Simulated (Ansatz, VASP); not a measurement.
**CsCdCl3: VASP beside Ansatz**

```
Cs Cd Cl
1.0
     5.16996    0.00000    0.00000
     0.00000    5.16996    0.00000
     0.00000    0.00000    4.90769
Cs Cd Cl
1 1 3
Direct
  0.00000 0.00000 0.00000
  0.50000 0.50000 0.50000
  0.00000 0.50000 0.50000
  0.50000 0.00000 0.50000
  0.50000 0.50000 0.00000
```

Alike in both runs: task single point; functional LDA; k mesh 6 × 6 × 6; occupations gaussian, width 0.02 eV; no spin polarisation.

|  | VASP | Ansatz |
| --- | --- | --- |
| version | VASP 6.6.1 | Ansatz 0.2.0 |
| potentials or method | VASP PAW LDA potentials, release 64 (Cs_sv, Cd, Cl), cutoff 520 eV | scalar-relativistic, plane waves, PAW |
| valence electrons in the cell | 42 | 50 |

```tsv
	VASP	Ansatz	Ansatz less VASP
gap on the k mesh at the Fermi level (eV)	1.53	1.50	-0.029
least direct gap on the mesh (eV)	2.43	2.41	-0.022
pressure (GPa)	1.4	1.0	-0.31
traceless stress, the component that is largest in VASP (GPa)	2.20	2.09	-0.108
```

LDA's correlation is that of Perdew and Zunger in VASP and of Perdew and Wang (1992) in Ansatz. VASP's potentials hold 42 valence electrons a cell and Ansatz's 50, so a difference there can come from the potentials and not from the codes.

Spin-orbit coupling is off throughout.
